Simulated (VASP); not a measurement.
Set up this calculation in VASP 6.6.1, as the native input.

| Item | Value |
| --- | --- |
| Task | single point |
| Functional | PBEsol |
| Potentials or basis | VASP PAW PBE potentials, release 64 (Hf_pv, N) |
| Cutoff | 520 eV |
| k mesh | 18 × 18 × 8 |
| Occupations | gaussian, width 0.1 eV |
| Spin | no spin polarisation |
| Dipole correction | no |
| Further INCAR settings | ALGO = Normal; EDIFF = 1e-07; NBANDS = 23 |

The structure of HfN lies in POSCAR:

```
HfN
1.0
    3.1354092300      0.0000000000      0.0000000000
   -1.5677046150      2.7153440444      0.0000000000
    0.0000000000      0.0000000000      5.4038507912
Hf N
2 2
Direct
    0.6666666667      0.3333333333      0.7500000000
    0.3333333333      0.6666666667      0.2500000000
    0.0000000000      0.0000000000      0.0000000000
    0.0000000000      0.0000000000      0.5000000000
```

These files were run (other wordings do the same):

INCAR

```
SYSTEM = HfN
PREC = Accurate
ENCUT = 520
EDIFF = 1E-7
ISMEAR = 0
SIGMA = 0.1
LREAL = .FALSE.
LASPH = .TRUE.
NELM = 60
ALGO = Normal
ISIF = 2
LWAVE = .FALSE.
LCHARG = .FALSE.
GGA = PS
NBANDS = 23
```

KPOINTS

```
regular mesh
0
G
  18 18 8
  0 0 0
```

Potentials or basis: VASP PAW PBE potentials, release 64 (Hf_pv, N).

The run is started by

```bash
$ cat potpaw_PBE.64/Hf_pv/POTCAR potpaw_PBE.64/N/POTCAR > POTCAR
$ mpirun -np 1 vasp_std > vasp.out
```

It gave:

The pressure is -4.1 GPa and the band gap on the k mesh is zero (bands 15 and 16 overlap by 2.33 eV).

Caveat: the cell stands under tension; the PAW data sets were made with another functional, which shifts forces and pressure a little; spin-orbit coupling is left out, which moves the levels of the heavy elements.

It took 3.3 min on 1 thread of Intel Xeon 8259CL, on a shared host, peak memory 0.29 GiB.
